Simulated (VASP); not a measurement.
# Si62B (a cell with a defect) in VASP: a series of runs

Runs on Si62B (a cell with a defect). Level: LDA. Tasks: single point.

Program: VASP 6.6.1. These are calculated values, not measurements. Logs are shortened: lines on timing, memory, paths and dates and some standing lists are left out, and cuts for length are marked.

### Step 1. The cell of the first run

The cell holds a defect, 63 atoms: a = 10.860 Å, b = 10.860 Å, c = 10.860 Å, α = 90.00°, β = 90.00°, γ = 90.00°.

### Step 2. Single point, LDA, collinear spin

INCAR reads:

```
  PREC = Accurate
  ENCUT = 420
  EDIFF = 1E-6
  ISMEAR = -1
  SIGMA = 0.05
  LREAL = Auto
  LASPH = True
  NELM = 200
  ALGO = Normal
  ISIF = 2
  LWAVE = False
  LCHARG = True
  ISPIN = 2
  MAGMOM = 0 0 0 0 0 0 0 0 0 0 0 0 0 0 0 0 0 0 0 0 0 0 0 0 0 0 0 0 0 0 0 0 0 0 0 0 0 0 0 0 0 0 0 0 0 0 0 0 0 0 0 0 0 0 0 0 0 0 0 0 0 0 1
  LORBIT = 11
  GGA = CA
  LELF = True
  LVHAR = True
  NELECT = 249.0
  NBANDS = 166
  GGA_COMPAT = False
```

KPOINTS reads:

```
Automatic mesh
0
Gamma
  1 1 1
```

POSCAR reads:

```
Si62B
1.0
   10.8600000000      0.0000000000      0.0000000000
    0.0000000000     10.8600000000      0.0000000000
    0.0000000000      0.0000000000     10.8600000000
Si B
62 1
Direct
    0.5047467523      0.0012238709      0.0054042166
    0.6351955663      0.1153555937      0.1392082942
    0.7492985093      0.2458144550      0.0054138042
    0.8755963628      0.3741282568      0.1247676796
    0.8611655080      0.1153695891      0.3651839108
    0.0070272875      0.0020935852     -0.0066434519
    0.1235620315      0.1232521110      0.1272830900
    0.2501139716      0.2485833530     -0.0006874119
    0.3765680034      0.3740120182      0.1251913648
    0.5019692778      0.5004650894     -0.0006816604
    0.6273067461      0.6270055544      0.1272814695
    0.7485195969      0.7435642835     -0.0065857800
    0.2516810115      0.0000510797      0.2498747194
    0.3748553391      0.1261064867      0.3759208741
    0.5017321477      0.2488514149      0.2514997154
    0.6244810483      0.3757645451      0.3759173313
    0.7505292950      0.4989253392      0.2498774466
    0.8731419651      0.6269909345      0.3731128106
    0.5017261703      0.0016608113      0.4986729116
    0.6244849399      0.1260670329      0.6255610935
    0.7488850874      0.2488567046      0.4986864354
    0.8752125810      0.3739919877      0.6238447618
    0.7505354165      0.0000329813      0.7487276123
    0.8731279103      0.1232632913      0.8768270958
    0.0012077404      0.4978281904     -0.0008483005
    0.1272076588      0.6233401919      0.1221778267
    0.2527009723      0.7493442554     -0.0008312609
    0.3764378700      0.8749516323      0.1247631229
   -0.0050517194      0.2458301926      0.2510518768
    0.1231357690      0.3731663482      0.3734720366
    0.2515282001      0.4990274414      0.2511131338
    0.3773998846      0.6274188757      0.3734820211
    0.5047253889      0.7556081059      0.2510655308
    0.6352085927      0.8894107727      0.3651752026
   -0.0050331700      0.0012210136      0.4956380366
    0.1231562860      0.1236262476      0.6229822375
    0.2489785121      0.2503986075      0.5002132519
    0.3754038643      0.3751498455      0.6249696922
    0.5001616388      0.5015747714      0.5002347057
    0.6269196670      0.6274125203      0.6230126937
    0.7493152611      0.7555961540      0.4956517337
    0.8756206744      0.8749462113      0.6239377169
    0.2515534106      0.0012667353      0.7488378310
    0.3774148509      0.1236281124      0.8772264906
    0.5001591856      0.2503831518      0.7513836847
    0.6269037238      0.3731553229      0.8772424235
    0.7492793377      0.4990071654      0.7488567226
    0.8781857514      0.6233540863      0.8731881743
    0.0070594022      0.7434888226      0.2519331673
    0.1235854039      0.8774391872      0.3730828495
    0.0010848805      0.5004416661      0.4984516479
    0.1261051210      0.6244419718      0.6235371236
    0.2500945386      0.7494573619      0.4984466464
    0.3765666475      0.8753425739      0.6238304275
    0.0010963745      0.2485888567      0.7502806266
    0.1261208614      0.3736483400      0.8742863075
    0.2508166724      0.4997651383      0.7496229408
    0.3769110631      0.6244721092      0.8743070157
    0.5019721445      0.7494981078      0.7502997723
    0.6273302209      0.8774274141      0.8768282416
    0.0011992138      0.7493442072      0.7476722351
    0.1271987216      0.8723672281      0.8731818051
    0.7215743570      0.0289954941      0.2787910755
```

Potentials or basis: VASP PAW LDA potentials, release 64 (Si, B).

Started as:

```bash
cat potpaw_LDA.64/Si/POTCAR potpaw_LDA.64/B/POTCAR > POTCAR
mpirun -np 1 vasp_gam > vasp.out
```

OUTCAR:

```text
PREC = Accurate
   ENCUT = 420
   EDIFF = 1E-6
   ISMEAR = -1
   LREAL = Auto
   LASPH = True
   NELM = 200
   ISIF = 2
   ISPIN = 2
   LORBIT = 11
   GGA = CA
   NELECT = 249.0

 ion  position               nearest neighbor table
   1  0.505  0.001  0.005-  28 2.35  60 2.35  44 2.37   2 2.38
   2  0.635  0.115  0.139-  63 2.01   3 2.38   1 2.38  15 2.39
   3  0.749  0.246  0.005-   4 2.35  24 2.35  46 2.37   2 2.38
   4  0.876  0.374  0.125-  29 2.35   3 2.35  25 2.35  17 2.35
   5  0.861  0.115  0.365-  63 2.01  29 2.38  35 2.38  21 2.39
   6  0.007  0.002  0.993-  62 2.32  24 2.33   7 2.33
   7  0.124  0.123  0.127-   6 2.33  13 2.34  29 2.35   8 2.38
   8  0.250  0.249  0.999-  56 2.35  44 2.35   9 2.37   7 2.38
   9  0.377  0.374  0.125-  31 2.36  15 2.36  10 2.37   8 2.37
  10  0.502  0.500  0.999-  58 2.35  46 2.35   9 2.37  11 2.38
  11  0.627  0.627  0.127-  12 2.33  17 2.34  33 2.35  10 2.38
  12  0.749  0.744  0.993-  48 2.32  60 2.33  11 2.33
  13  0.252  0.000  0.250-   7 2.34  50 2.34  28 2.35  14 2.35
  14  0.375  0.126  0.376-  15 2.35  19 2.35  37 2.35  13 2.35
  15  0.502  0.249  0.251-  14 2.35  16 2.35   9 2.36   2 2.39
  16  0.624  0.376  0.376-  15 2.35  21 2.35  39 2.35  17 2.35
  17  0.751  0.499  0.250-  11 2.34  18 2.34   4 2.35  16 2.35
[... 32 lines left out ...]
  50  0.124  0.877  0.373-  49 2.33  13 2.34  35 2.35  53 2.38
  51  0.001  0.500  0.498-  52 2.35  30 2.35  22 2.37  18 2.38
  52  0.126  0.624  0.624-  61 2.34  53 2.35  51 2.35  57 2.35
  53  0.250  0.749  0.498-  52 2.35  32 2.35  54 2.37  50 2.38
  54  0.377  0.875  0.624-  43 2.36  19 2.36  59 2.37  53 2.37
  55  0.001  0.249  0.750-  56 2.35  36 2.35  22 2.37  24 2.38
  56  0.126  0.374  0.874-  25 2.34   8 2.35  55 2.35  57 2.35
  57  0.251  0.500  0.750-  38 2.34  52 2.35  56 2.35  58 2.35
  58  0.377  0.624  0.874-  27 2.34  10 2.35  59 2.35  57 2.35
  59  0.502  0.749  0.750-  58 2.35  40 2.35  54 2.37  60 2.38
  60  0.627  0.877  0.877-  12 2.33  23 2.34   1 2.35  59 2.38
  61  0.001  0.749  0.748-  52 2.34  48 2.35  62 2.35  42 2.35
  62  0.127  0.872  0.873-   6 2.32  27 2.35  61 2.35  43 2.37
  63  0.722  0.029  0.279-   2 2.01  34 2.01   5 2.01

  LATTYP: Found a simple cubic cell.
 ALAT       =    10.8600000000

  Lattice vectors:

 A1 = (  10.8600000000,   0.0000000000,   0.0000000000)
 A2 = (   0.0000000000,  10.8600000000,   0.0000000000)
 A3 = (   0.0000000000,   0.0000000000,  10.8600000000)

Analysis of symmetry for initial positions (statically):
=====================================================================
 Subroutine PRICEL returns:
 Original cell was already a primitive cell.

 Routine SETGRP: Setting up the symmetry group for a
 simple cubic supercell.

 Subroutine GETGRP returns: Found  1 space group operations
 (whereof  1 operations were pure point group operations)
[... 272 lines left out ...]
  free energy    TOTEN  =      -378.09061730 eV

  energy without entropy =     -377.95546925  energy(sigma->0) =     -378.02304328

 E-fermi :   5.3573     XC(G=0):  -9.4755

 val. band max:        5.2790434529   @ k =   0.0000   0.0000   0.0000
 cond. band min:       6.1442617226   @ k =   0.0000   0.0000   0.0000
 fundamental gap:      0.8652182697
 Fermi energy:         5.3572876247

 spin component 1

 k-point     1 :       0.0000    0.0000    0.0000
  band No.  band energies     occupation
      1      -6.3494      1.00000
      2      -5.3251      1.00000
      3      -5.3112      1.00000
      4      -5.3110      1.00000
      5      -5.2885      1.00000
      6      -5.2883      1.00000
[... 128 lines left out ...]
    135       6.6319      0.00000
    136       6.6319      0.00000
 Fermi energy:         5.3572876247

 spin component 2

 k-point     1 :       0.0000    0.0000    0.0000
  band No.  band energies     occupation
      1      -6.3494      1.00000
      2      -5.3251      1.00000
      3      -5.3112      1.00000
      4      -5.3110      1.00000
      5      -5.2885      1.00000
      6      -5.2883      1.00000
[... 128 lines left out ...]
    135       6.6319      0.00000
    136       6.6319      0.00000
 [bands above 136 left out]

------------------------ aborting loop because EDIFF is reached ----------------------------------------

  FORCE on cell =-STRESS in cart. coord.  units (eV):
  Direction    XX          YY          ZZ          XY          YZ          ZX
  --------------------------------------------------------------------------------------
  -------------------------------------------------------------------------------------
  Total      -32.6003015    -32.5994412    -32.5995252     -3.3018345      3.2712249     -3.2987075
  in kB      -40.7795776    -40.7785015    -40.7786065     -4.1302506      4.0919613     -4.1263391
  external PRESSURE =     -40.7788952 kB  Pullay stress =       0.0000000 kB

 VOLUME and BASIS-vectors are now :
 -----------------------------------------------------------------------------
  energy-cutoff  :      420.00
  volume of cell :     1280.82
      direct lattice vectors                 reciprocal lattice vectors
    10.860000000  0.000000000  0.000000000     0.092081031  0.000000000  0.000000000
     0.000000000 10.860000000  0.000000000     0.000000000  0.092081031  0.000000000
     0.000000000  0.000000000 10.860000000     0.000000000  0.000000000  0.092081031

 POSITION                                       TOTAL-FORCE (eV/Angst)
 -----------------------------------------------------------------------------------
      5.48155      0.01329      0.05869         0.002087      0.005063     -0.000156
      6.89822      1.25276      1.51180        -0.000833      0.000215     -0.002017
      8.13738      2.66954      0.05879        -0.002716     -0.000948     -0.000154
      9.50898      4.06303      1.35498         0.001905      0.000902     -0.002444
      9.35226      1.25291      3.96590         0.000924     -0.000130      0.000955
      0.07632      0.02274     10.78785        -0.000705      0.000771      0.002273
[... 55 lines left out ...]
      1.38138      9.47391      9.48275         0.000720      0.002814     -0.001748
      7.83630      0.31489      3.02767         0.002776     -0.001747     -0.000037
 -----------------------------------------------------------------------------------
    total drift:                               -0.003336     -0.002411     -0.000843

  FREE ENERGIE OF THE ION-ELECTRON SYSTEM (eV)
  ---------------------------------------------------
  free  energy   TOTEN  =      -378.0906173042 eV

  energy  without entropy=     -377.9554692464  energy(sigma->0) =     -378.02304328

 total charge

# of ion       s       p       d       tot
------------------------------------------
    1        0.747   0.945   0.000   1.693
    2        0.744   0.942   0.000   1.686
    3        0.747   0.945   0.000   1.693
    4        0.746   0.959   0.000   1.705
    5        0.744   0.942   0.000   1.686
    6        0.788   0.859   0.000   1.647
[... 55 lines left out ...]
   62        0.748   0.951   0.000   1.700
   63        0.695   1.061   0.000   1.756
--------------------------------------------------
tot         47.214  59.504   0.000 106.718

 magnetization (x)

# of ion       s       p       d       tot
------------------------------------------
    1       -0.000   0.000   0.000   0.000
    2       -0.000  -0.000   0.000  -0.000
    3       -0.000   0.000   0.000   0.000
    4       -0.000   0.000   0.000   0.000
    5       -0.000  -0.000   0.000  -0.000
    6        0.000   0.000   0.000   0.000
[... 55 lines left out ...]
   62       -0.000  -0.000   0.000  -0.000
   63        0.000  -0.000   0.000  -0.000
--------------------------------------------------
tot         -0.000  -0.000   0.000  -0.000
```

Run time: 9.1 min. Hardware: 1 thread of Intel Xeon Platinum 8259CL at 2.50GHz (Skylake/Cascade Lake), shared host; peak memory 0.79 GiB.

Results:

| Quantity | Value |
| --- | --- |
| Free energy | -378.0906 eV |
| Largest force | 0.008 eV/Å |
| Net moment | 0.00 μB per cell |
| Valence electrons inside the program's atomic spheres | Si 1.69, 1.71, 1.65, 1.70 (each value once); B 1.76 |

Forces on the atoms (eV/Å):
```
Si   0.002  0.005  0.000
Si  -0.001  0.000 -0.002
Si  -0.003 -0.001  0.000
Si   0.002  0.001 -0.002
Si   0.001  0.000  0.001
Si  -0.001  0.001  0.002
Si   0.003  0.000 -0.006
Si   0.000  0.002  0.006
Si  -0.001 -0.001 -0.001
Si  -0.002  0.001  0.007
Si   0.000 -0.002 -0.006
Si  -0.001  0.001  0.001
Si  -0.002  0.003  0.003
Si   0.002 -0.003 -0.001
Si   0.000  0.002 -0.005
Si   0.002 -0.005 -0.001
Si  -0.003  0.000  0.003
Si   0.004 -0.003 -0.001
Si  -0.001 -0.004  0.000
Si   0.001  0.000 -0.003
Si   0.004  0.000 -0.001
Si   0.000  0.000  0.000
Si  -0.003  0.003  0.002
Si   0.004 -0.001 -0.004
Si   0.000  0.002  0.001
Si   0.000 -0.002  0.002
Si  -0.001  0.001  0.001
Si  -0.002 -0.002 -0.002
Si   0.002 -0.002  0.006
Si   0.002  0.001 -0.001
Si   0.000  0.002 -0.006
Si  -0.003 -0.002  0.000
Si   0.003 -0.001  0.005
Si  -0.001 -0.004  0.000
Si   0.001  0.006 -0.003
Si   0.001  0.000  0.002
Si  -0.001  0.000  0.001
Si   0.002 -0.001  0.000
Si   0.000  0.002  0.000
Si   0.000 -0.003  0.001
Si  -0.004 -0.001 -0.002
Si   0.002 -0.002  0.002
Si  -0.003 -0.006  0.003
Si  -0.004  0.001 -0.001
Si   0.000  0.001  0.001
Si   0.000  0.002 -0.003
Si   0.006  0.002  0.002
Si  -0.002  0.000  0.000
Si  -0.001  0.003  0.002
Si   0.003 -0.006 -0.001
Si  -0.005  0.002  0.003
Si   0.002 -0.002 -0.005
Si  -0.001  0.007  0.002
Si   0.000  0.000  0.000
Si  -0.006  0.002  0.001
Si   0.002 -0.003 -0.001
Si  -0.002  0.003  0.002
Si   0.003 -0.002 -0.003
Si  -0.002  0.004  0.001
Si   0.001 -0.005 -0.002
Si   0.000  0.000  0.002
Si   0.001  0.003 -0.002
B    0.003 -0.002  0.000
```

Caveat: the k points lie up to 0.58 Å⁻¹ apart; the cell carries a net charge on a neutralising background, which shifts energy and pressure; the cell is charged against a uniform background, so pressure and absolute levels hang on convention.

### Step 3. Single point, LDA, collinear spin

INCAR reads:

```
SYSTEM = Si62B
  ALGO = Normal
  EDIFF = 1E-6
  ENCUT = 420
  GGA_COMPAT = .FALSE.
  ISIF = 2
  ISMEAR = -1
  ISPIN = 2
  LASPH = .TRUE.
  LCHARG = .FALSE.
  LORBIT = 11
  LREAL = Auto
  LWAVE = .FALSE.
  MAGMOM = 0 0 0 0 0 0 0 0 0 0 0 0 0 0 0 0 0 0 0 0 0 0 0 0 0 0 0 0 0 0 0 0 0 0 0 0 0 0 0 0 0 0 0 0 0 0 0 0 0 0 0 0 0 0 0 0 0 0 0 0 0 0 1
  NBANDS = 166
  NELECT = 249.0
  NELM = 200
  PREC = Accurate
  SIGMA = 0.05
```

KPOINTS reads:

```
k-points
0
G
  1 1 1
  0 0 0
```

POSCAR reads:

```
Si62B
1.0
   10.8600000000      0.0000000000      0.0000000000
    0.0000000000     10.8600000000      0.0000000000
    0.0000000000      0.0000000000     10.8600000000
Si B
62 1
Direct
    0.5021213066     -0.0022437423      0.0022707290
    0.6192558617      0.1307441383      0.1244942858
    0.7522437423      0.2478786934      0.0022707290
    0.8749665256      0.3762441285      0.1250334744
    0.8755057142      0.1307441383      0.3807441383
   -0.0097581516     -0.0143267384      0.0097581516
    0.1206133000      0.1194939181      0.1239477145
    0.2481182677      0.2476593688      0.0015818738
    0.3740497269      0.3759502731      0.1239823132
    0.5023406312      0.5018817323      0.0015818738
    0.6305060819      0.6293867000      0.1239477145
    0.7643267384      0.7597581516      0.0097581516
    0.2490356856      0.0002031946      0.2502031946
    0.3725475044      0.1259250895      0.3759250895
    0.4982739181      0.2517260819      0.2529623465
    0.6240749105      0.3774524956      0.3759250895
    0.7497968054      0.5009643144      0.2502031946
    0.8760522855      0.6293867000      0.3694939181
    0.4982739181      0.0029623465      0.5017260819
    0.6240749105      0.1259250895      0.6274524956
    0.7470376535      0.2517260819      0.5017260819
    0.8760176868      0.3759502731      0.6259502731
    0.7497968054      0.0002031946      0.7509643144
    0.8760522855      0.1194939181      0.8793867000
    0.0010088826      0.4994470840     -0.0010088826
    0.1238111845      0.6261888155      0.1235830912
    0.2505529160      0.7489911174     -0.0010088826
    0.3737558715      0.8750334744      0.1250334744
   -0.0022707290      0.2478786934      0.2477562577
    0.1232882752      0.3745320706      0.3755090592
    0.2490232902      0.5009767098      0.2498055968
    0.3754679294      0.6267117248      0.3755090592
    0.5021213066      0.7522707290      0.2477562577
    0.6192558617      0.8744942858      0.3807441383
   -0.0022707290     -0.0022437423      0.4978786934
    0.1232882752      0.1255090592      0.6245320706
    0.2483322806      0.2507605378      0.5007605378
    0.3746621020      0.3753378980      0.6253378980
    0.4992394622      0.5016677194      0.5007605378
    0.6244909408      0.6267117248      0.6245320706
    0.7522437423      0.7522707290      0.4978786934
    0.8749665256      0.8750334744      0.6262441285
    0.2490232902     -0.0001944032      0.7509767098
    0.3754679294      0.1255090592      0.8767117248
    0.4992394622      0.2507605378      0.7516677194
    0.6244909408      0.3745320706      0.8767117248
    0.7501944032      0.5009767098      0.7509767098
    0.8764169088      0.6261888155      0.8761888155
   -0.0097581516      0.7597581516      0.2356732616
    0.1206133000      0.8739477145      0.3694939181
   -0.0015818738      0.5018817323      0.4976593688
    0.1252747234      0.6247252766      0.6234251739
    0.2481182677      0.7515818738      0.4976593688
    0.3740497269      0.8739823132      0.6259502731
   -0.0015818738      0.2476593688      0.7518817323
    0.1252747234      0.3734251739      0.8747252766
    0.2500404750      0.4999595250      0.7499595250
    0.3765748261      0.6247252766      0.8747252766
    0.5023406312      0.7515818738      0.7518817323
    0.6305060819      0.8739477145      0.8793867000
    0.0010088826      0.7489911174      0.7494470840
    0.1238111845      0.8735830912      0.8761888155
    0.9041846390     -0.1541846390      0.0958153610
```

Potentials or basis: VASP PAW LDA potentials, release 64 (Si, B).

Started as:

```bash
cat potpaw_LDA.64/Si/POTCAR potpaw_LDA.64/B/POTCAR > POTCAR
mpirun -np 1 vasp_gam > vasp.out
```

Run time: 11 min. Hardware: 1 thread of Intel Xeon Platinum 8259CL at 2.50GHz (Skylake/Cascade Lake), shared host; peak memory 0.84 GiB.

It converged, with:

* Free energy: -378.0897 eV
* Largest force: 0.025 eV/Å
* Net moment: 0.00 μB per cell
* Valence electrons inside the program's atomic spheres: Si 1.69, 1.64, 1.70, 1.71 (each value once); B 1.76

Forces on the atoms (eV/Å):
```
Si   0.002  0.007  0.001
Si  -0.006  0.006 -0.024
Si  -0.007 -0.002  0.001
Si   0.001 -0.001 -0.001
Si   0.024  0.006  0.006
Si   0.010  0.008 -0.010
Si   0.001  0.004 -0.003
Si  -0.008  0.000 -0.002
Si  -0.001  0.001 -0.007
Si   0.000  0.008 -0.002
Si  -0.004 -0.001 -0.003
Si  -0.008 -0.010 -0.010
Si  -0.005  0.001  0.001
Si   0.004 -0.002 -0.002
Si   0.004 -0.004 -0.001
Si   0.002 -0.004 -0.002
Si  -0.001  0.005  0.001
Si   0.003 -0.001  0.004
Si   0.004 -0.001 -0.004
Si   0.002 -0.002 -0.004
Si   0.001 -0.004 -0.004
Si   0.007  0.001  0.001
Si  -0.001  0.001  0.005
Si   0.003  0.004 -0.001
Si  -0.002 -0.004  0.002
Si   0.001 -0.001 -0.010
Si   0.004  0.002  0.002
Si   0.001 -0.001 -0.001
Si  -0.001 -0.002  0.007
Si   0.002  0.002  0.002
Si  -0.005  0.005  0.001
Si  -0.002 -0.002  0.002
Si   0.002  0.001  0.007
Si  -0.006 -0.024  0.006
Si  -0.001  0.007 -0.002
Si   0.002  0.002  0.002
Si  -0.002 -0.002 -0.002
Si  -0.005  0.005  0.005
Si   0.002  0.002 -0.002
Si  -0.002 -0.002  0.002
Si  -0.007  0.001 -0.002
Si   0.001 -0.001 -0.001
Si  -0.005  0.001  0.005
Si  -0.002  0.002 -0.002
Si   0.002 -0.002  0.002
Si  -0.002  0.002 -0.002
Si  -0.001  0.005  0.005
Si   0.010 -0.001 -0.001
Si   0.010 -0.010  0.008
Si   0.001 -0.003  0.004
Si   0.002  0.008  0.000
Si   0.003 -0.003  0.006
Si  -0.008 -0.002  0.000
Si  -0.001 -0.007  0.001
Si   0.002  0.000  0.008
Si   0.003  0.006 -0.003
Si  -0.002  0.002  0.002
Si  -0.006 -0.003 -0.003
Si   0.000 -0.002  0.008
Si  -0.004 -0.003 -0.001
Si  -0.002  0.002 -0.004
Si   0.001 -0.010 -0.001
B   -0.013  0.013  0.013
```

Levels at points of the mesh, in eV from the Fermi level:
Spin up:
| k point | band 121 | band 122 | band 123 | band 124 | band 125 | band 126 | band 127 | band 128 | band 129 | band 130 |
| --- | --- | --- | --- | --- | --- | --- | --- | --- | --- | --- |
| (0.00, 0.00, 0.00) | -0.89 | -0.89 | -0.08 | -0.08 | -0.08 | 0.78 | 0.78 | 0.81 | 0.88 | 0.88 |
Spin down:
```tsv
k point	band 123	band 124	band 125	band 126	band 127	band 128
(0.00, 0.00, 0.00)	-0.08	-0.08	-0.08	0.78	0.78	0.81
```

Caveat: the k points lie up to 0.58 Å⁻¹ apart; the cell carries a net charge on a neutralising background, which shifts energy and pressure; the cell is charged against a uniform background, so pressure and absolute levels hang on convention.

[end of part 1 of 2]
